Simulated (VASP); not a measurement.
# ZrS2 (P-3m1) in VASP: settings compared, part 2 of 2

VASP 6.6.1.

### Step 5. Single point, BLYP

Input file INCAR:

```
  PREC = Accurate
  ENCUT = 500
  EDIFF = 1E-6
  ISMEAR = -1
  SIGMA = 0.05
  LREAL = F
  LASPH = T
  NELM = 120
  ALGO = Normal
  ISIF = 2
  LWAVE = F
  LCHARG = F
  GGA = B5
  ALDAX = 1.0
  AGGAX = 1.0
  AGGAC = 1.0
  ALDAC = 0.0
  NBANDS = 19
  GGA_COMPAT = F
```

Input file KPOINTS:

```
Automatic mesh
0
Gamma
  12 12 4
```

Input file POSCAR:

```
ZrS2
1.0
    3.6913830000      0.0000000000      0.0000000000
   -1.8456915000      3.1968314531      0.0000000000
    0.0000000000      0.0000000000      6.0410770000
Zr S
1 2
Direct
    0.0000000000      0.0000000000      0.0000000000
    0.6666670000      0.3333330000      0.7620900000
    0.3333330000      0.6666670000      0.2379100000
```

Potentials or basis: VASP PAW PBE potentials, release 64 (Zr_sv, S).

Launch:

```console
cat potpaw_PBE.64/Zr_sv/POTCAR potpaw_PBE.64/S/POTCAR > POTCAR
mpirun -np 1 vasp_std > vasp.out
```

OUTCAR:

```text
PREC = Accurate
   ENCUT = 500
   EDIFF = 1E-6
   ISMEAR = -1
   LREAL = F
   LASPH = T
   NELM = 120
   ISIF = 2
   GGA = B5

 ion  position               nearest neighbor table
   1  0.000  0.000  0.000-   2 2.57   3 2.57   2 2.57   3 2.57   2 2.57   3 2.57
   2  0.667  0.333  0.762-   1 2.57   1 2.57   1 2.57
   3  0.333  0.667  0.238-   1 2.57   1 2.57   1 2.57

  LATTYP: Found a hexagonal cell.
 ALAT       =     3.6913830000
 C/A-ratio  =     1.6365348705

  Lattice vectors:

 A1 = (   3.6913830000,   0.0000000000,   0.0000000000)
 A2 = (  -1.8456915000,   3.1968314531,   0.0000000000)
 A3 = (   0.0000000000,   0.0000000000,   6.0410770000)

Analysis of symmetry for initial positions (statically):
=====================================================================
 Subroutine PRICEL returns:
 Original cell was already a primitive cell.

 Routine SETGRP: Setting up the symmetry group for a
 hexagonal supercell.

 Subroutine GETGRP returns: Found 12 space group operations
 (whereof 12 operations were pure point group operations)
 out of a pool of 24 trial point group operations.

The static configuration has the point symmetry D_3d.

Analysis of symmetry for dynamics (positions and initial velocities):
=====================================================================
 Subroutine PRICEL returns:
 Original cell was already a primitive cell.

 Routine SETGRP: Setting up the symmetry group for a
 hexagonal supercell.

 Subroutine GETGRP returns: Found 12 space group operations
 (whereof 12 operations were pure point group operations)
 out of a pool of 24 trial point group operations.

The dynamic configuration has the point symmetry D_3d.

 Subroutine INISYM returns: Found 12 space group operations
 (whereof 12 operations are pure point group operations),
[... 106 lines left out ...]
   POTIM  = 0.5000    time-step for ionic-motion
   TEBEG  =    0.0;   TEEND  =   0.0 temperature during run
   PSTRESS=    0.0 pullay stress
   NELECT =      24.0000    total number of electrons
   NUPDOWN=      -1.0000    fix difference up-down
   EMIN   =  10.00;   EMAX   =-10.00  energy-range for DOS
   EFERMI =   0.00;   METHOD = LEGACY
   ISMEAR =    -1;   SIGMA  =   0.05  broadening in eV -4-tet -1-fermi 0-gaus
   EFERMI_NEDOS =   21; number of points for ismear=-14 and -15
   IALGO  =     38    algorithm
   IMIX   =      4    mixing-type and parameters
     AMIX     =   0.40;   BMIX     =  1.00
     AMIX_MAG =   1.60;   BMIX_MAG =  1.00
  volume/ion in A,a.u.               =      23.76       160.36
  Fermi-wavevector in a.u.,A,eV,Ry     =   1.138861  2.152136 17.646825  1.297005
  Thomas-Fermi vector in A             =   2.275565
   LORBIT       =      0    0 simple, 1 ext, 2 COOP (PROOUT), +10 PAW based schemes
   GGA     = B5    functional components
   LHFCALC =     F    Hartree Fock is set to
   AEXX    =    0.0000 exact exchange contribution
   IVDW    =     0    specifies the selected vdW correction
   LEPSILON=     F    determine dielectric tensor
   LRPA    =     F    only Hartree local field effects (RPA)
 non-spin polarized calculation
  energy-cutoff  :      500.00
  volume of cell :       71.29
 maximum number of plane-waves:      1834
 NGX is ok and might be reduce to    28
   NGX = 13   NGY = 13   NGZ = 23

 number of electron      23.9999999 magnetization

 Free energy of the ion-electron system (eV)
  ---------------------------------------------------
  ext. energy  EPLUGINS =         0.00000000
  ---------------------------------------------------
  free energy    TOTEN  =       -19.55099941 eV

  energy without entropy =      -19.55099837  energy(sigma->0) =      -19.55099889

 E-fermi :   5.0374     XC(G=0):  -8.8148

 val. band max:        4.4805106021   @ k =   0.0833   0.0000   0.0000
 cond. band min:       5.5517437395   @ k =   0.5000   0.0000   0.5000
 fundamental gap:      1.0712331374
 Fermi energy:         5.0374046868

 k-point     1 :       0.0000    0.0000    0.0000
  band No.  band energies     occupation
      1     -44.4678      2.00000
      2     -22.5938      2.00000
      3     -22.4616      2.00000
      4     -22.4616      2.00000
      5      -8.0290      2.00000
      6      -6.6715      2.00000
[... 505 lines left out ...]
      6      -6.8365      2.00000
[... 11 lines left out ...]
     18      11.8054      0.00000
     19      12.3548      0.00000

 [... further k-points ...]
[... 5 lines left out ...]
  --------------------------------------------------------------------------------------
  -------------------------------------------------------------------------------------
  Total        1.9592479      1.9592479      1.6874246      0.0000000      0.0000000     -0.0000000
  in kB       44.0328452     44.0328452     37.9237916      0.0000000      0.0000000     -0.0000000
  external PRESSURE =      41.9964940 kB  Pullay stress =       0.0000000 kB

 VOLUME and BASIS-vectors are now :
 -----------------------------------------------------------------------------
  energy-cutoff  :      500.00
  volume of cell :       71.29
      direct lattice vectors                 reciprocal lattice vectors
     3.691383000  0.000000000  0.000000000     0.270901177  0.156404868  0.000000000
    -1.845691500  3.196831453  0.000000000     0.000000000  0.312809735  0.000000000
     0.000000000  0.000000000  6.041077000     0.000000000  0.000000000  0.165533397

 POSITION                                       TOTAL-FORCE (eV/Angst)
 -----------------------------------------------------------------------------------
      0.00000      0.00000      0.00000        -0.000000      0.000000      0.000000
      1.84569      1.06561      4.60384         0.000000      0.000000     -0.291228
     -0.00000      2.13122      1.43723        -0.000000     -0.000000      0.291228
 -----------------------------------------------------------------------------------
    total drift:                                0.000000      0.000000      0.000000

  FREE ENERGIE OF THE ION-ELECTRON SYSTEM (eV)
  ---------------------------------------------------
  free  energy   TOTEN  =       -19.5509994078 eV

  energy  without entropy=      -19.5509983723  energy(sigma->0) =      -19.55099889
```

OSZICAR:

```text
N       E                     dE             d eps       ncg     rms          rms(c)
DAV:   1     0.168450349972E+03    0.16845E+03   -0.11577E+04  2622   0.112E+03
DAV:   2    -0.119059565681E+02   -0.18036E+03   -0.17598E+03  3387   0.273E+02
DAV:   3    -0.218096623836E+02   -0.99037E+01   -0.98573E+01  4309   0.590E+01
DAV:   4    -0.220491710234E+02   -0.23951E+00   -0.23909E+00  3780   0.791E+00
DAV:   5    -0.220548443764E+02   -0.56734E-02   -0.56722E-02  3892   0.111E+00    0.153E+01
DAV:   6    -0.195798331860E+02    0.24750E+01   -0.78283E+00  2843   0.150E+01    0.725E+00
DAV:   7    -0.195427427448E+02    0.37090E-01   -0.56444E-01  3591   0.414E+00    0.435E+00
DAV:   8    -0.195519165630E+02   -0.91738E-02   -0.11087E-01  3113   0.195E+00    0.548E-01
DAV:   9    -0.195506854778E+02    0.12311E-02   -0.17949E-02  2968   0.754E-01    0.675E-01
DAV:  10    -0.195509578327E+02   -0.27235E-03   -0.15035E-03  3168   0.255E-01    0.223E-01
DAV:  11    -0.195509951438E+02   -0.37311E-04   -0.13384E-04  3445   0.777E-02    0.813E-02
DAV:  12    -0.195509993751E+02   -0.42313E-05   -0.37126E-05  2996   0.394E-02    0.101E-02
DAV:  13    -0.195509994078E+02   -0.32735E-07   -0.44184E-06  3142   0.111E-02
   1 F= -.19550999E+02 E0= -.19550999E+02  d E =-.103550E-05
```

stdout:

```text
POSCAR found type information on POSCAR ZrS
 POSCAR found :  2 types and       3 ions
 scaLAPACK will be used
 -----------------------------------------------------------------------------
|                                                                             |
|                                                                             |
|     You enforced a specific xc type in the INCAR file but a different       |
|     I HOPE YOU KNOW WHAT YOU ARE DOING!                                     |
|                                                                             |
 -----------------------------------------------------------------------------

 LDA part: xc-table for (Slater(with rela. corr.)+VWN5), standard interpolation
 POSCAR, INCAR and KPOINTS ok, starting setup
 FFT: planning ... GRIDC
 FFT: planning ... GRID_SOFT
 FFT: planning ... GRID
 WAVECAR not read
 entering main loop
```

It took 2 min on 1 thread of Intel Xeon Platinum 8375C at 2.90GHz (Ice Lake), shared host; peak memory 0.22 GiB.

Results:

- Free energy: -19.5510 eV
- Pressure: 4.2 GPa
- Largest force: 0.291 eV/Å
- Band gap on the k mesh: 1.07 eV, indirect (least direct gap 1.64 eV)

Forces in eV/Å, atoms in the order of the input:
```
Zr   0.000  0.000  0.000
S    0.000  0.000 -0.291
S    0.000  0.000  0.291
```

Caveat: the PAW data sets were made with another functional, which shifts forces and pressure a little; this functional lacks dispersion, which binds the layers, so the pressure and a relaxed spacing across them are unreliable. A k mesh can miss the band edges.

### Step 6. Overview

```csv
level,potentials or basis,gap on the mesh (eV),pressure (GPa),largest force (eV/Å)
revPBE,"VASP PAW PBE potentials, release 64 (Zr_sv, S)",1.08,2.0,0.10
LDA,"VASP PAW LDA potentials, release 64 (Zr_sv, S)",0.92,-4.5,0.28
PBEsol,"VASP PAW PBE potentials, release 64 (Zr_sv, S)",0.97,-2.5,0.13
BLYP,"VASP PAW PBE potentials, release 64 (Zr_sv, S)",1.07,4.2,0.29
```

Alike in all rows: task single point; no spin polarisation; cell as given; k mesh 12 × 12 × 4; cutoff (eV) 500; smearing fermi-dirac 0.05 eV.

Caveats: the PAW data sets were made with another functional, which shifts forces and pressure a little (some runs); this functional lacks dispersion, which binds the layers, so the pressure and a relaxed spacing across them are unreliable (some runs).

Total energies depend on the potentials used, so only differences within one code and one set of settings carry meaning.
